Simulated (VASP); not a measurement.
Runs of VASP 6.6.1 on Rh. The structure is that of space group Cmcm (No. 63), or close to it. The cells are those of the table. 

```csv
cell,further INCAR settings,gap on the mesh (eV),pressure (GPa),largest force (eV/Å)
"a = 2.676, b = 2.530, c = 9.367 Å, angles 90.0, 90.0, 121.9°, 4 atoms",ALGO = Fast; EDIFF = 1e-07; NBANDS = 38,none,(a),0.09
"a = 3.068, b = 2.639, c = 8.088 Å, angles 90.0, 90.0, 125.5°, 4 atoms",ALGO = Fast; EDIFF = 1e-06; NBANDS = 38,none,14.6,1.23
"a = 2.479, b = 2.932, c = 8.088 Å, angles 90.0, 90.0, 115.0°, 4 atoms",ALGO = Fast; EDIFF = 1e-07; NBANDS = 38,none,18.7,0.78
"a = 2.823, b = 2.534, c = 9.048 Å, angles 90.0, 90.0, 123.8°, 4 atoms",ALGO = Fast; EDIFF = 1e-06; NBANDS = 38,none,8.1,0.29
```

Alike in all rows: task single point; level PBEsol; potentials or basis VASP PAW PBE potentials, release 64 (Rh_pv); no spin polarisation; k mesh 18 × 18 × 6; cutoff (eV) 520; smearing gaussian 0.15 eV.

Question: Estimate the missing entries.

Answer: (a) 7.8.

Caveats: the PAW data sets were made with another functional, which shifts forces and pressure a little; the stress differs along the axes, from -21 to 38 GPa (at least some runs); the stress differs along the axes, from -4 to 27 GPa (at least some runs); the stress differs along the axes, from -17 to 44 GPa (at least some runs); the stress differs along the axes, from -12 to 41 GPa (at least some runs).

A k mesh can miss the band edges, and the runs leave out spin-orbit coupling on Rh.

A gap of «none» marks levels without a gap at the run's occupations.
